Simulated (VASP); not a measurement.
## KCdCO3F: single point with PBE

The system is KCdCO3F.

```
K Cd C O F
1.0
     5.23207    0.00000    0.00000
    -2.61604    4.53111    0.00000
     0.00000    0.00000    9.06884
K Cd C O F
2 2 2 6 2
Direct
  0.66667 0.33333 0.50000
  0.66667 0.33333 0.00000
  0.00000 0.00000 0.25000
  0.00000 0.00000 0.75000
  0.33333 0.66667 0.25000
  0.33333 0.66667 0.75000
  0.40020 0.94104 0.25000
  0.54085 0.59980 0.25000
  0.05896 0.45915 0.25000
  0.05896 0.59980 0.75000
  0.40020 0.45915 0.75000
  0.54085 0.94104 0.75000
  0.00000 0.00000 0.50000
  0.00000 0.00000 0.00000
```

| Quantity | Value |
| --- | --- |
| Program | VASP 6.6.1 |
| Task | single point |
| Functional | PBE |
| Potentials or basis | VASP PAW PBE potentials, release 64 (K_sv, Cd, C, O, F) |
| Cutoff | 520 eV |
| k mesh | 6 × 6 × 4 |
| Occupations | fermi-dirac, width 0.02 eV |
| Spin | no spin polarisation |

The pressure is 0.7 GPa. The largest force is 0.229 eV/Å. The band gap on the k mesh is 3.06 eV (least direct gap 3.07 eV).

Forces on the atoms (eV/Å):
```
K    0.000  0.000  0.000
K    0.000  0.000  0.000
Cd   0.000  0.000  0.000
Cd   0.000  0.000  0.000
C    0.000  0.000  0.000
C    0.000  0.000  0.000
O   -0.030  0.227  0.000
O    0.212 -0.088  0.000
O   -0.182 -0.139  0.000
O   -0.212 -0.088  0.000
O    0.182 -0.139  0.000
O    0.030  0.227  0.000
F    0.000  0.000  0.000
F    0.000  0.000  0.000
```

Stress tensor (GPa, compression positive):
```
0.95 0.00 0.00
0.00 0.95 0.00
0.00 0.00 0.26
```

Levels at points of the mesh, in eV from the valence-band top:
| k point | band 47 | band 48 | band 49 | band 50 | band 51 | band 52 | band 53 | band 54 |
| --- | --- | --- | --- | --- | --- | --- | --- | --- |
| (0.00, 0.00, 0.00) | -1.19 | -1.19 | -0.69 | -0.01 | 3.06 | 5.03 | 5.22 | 5.91 |
| (0.50, 0.00, 0.00) | -1.15 | -0.87 | -0.01 | 0.00 | 4.66 | 5.99 | 6.01 | 6.01 |
| (0.00, 0.00, 0.50) | -1.19 | -1.19 | -0.33 | -0.33 | 3.71 | 3.71 | 5.73 | 5.73 |
| (0.50, 0.00, 0.50) | -1.18 | -1.18 | -0.01 | -0.01 | 5.14 | 5.14 | 5.97 | 5.97 |

Run time: 9.4 min on 1 thread of AMD EPYC 7571 (shared host), peak memory 0.45 GiB.

A k mesh can miss the band edges. Expect the measured gap to be larger: semilocal functionals such as PBE lack the derivative discontinuity.
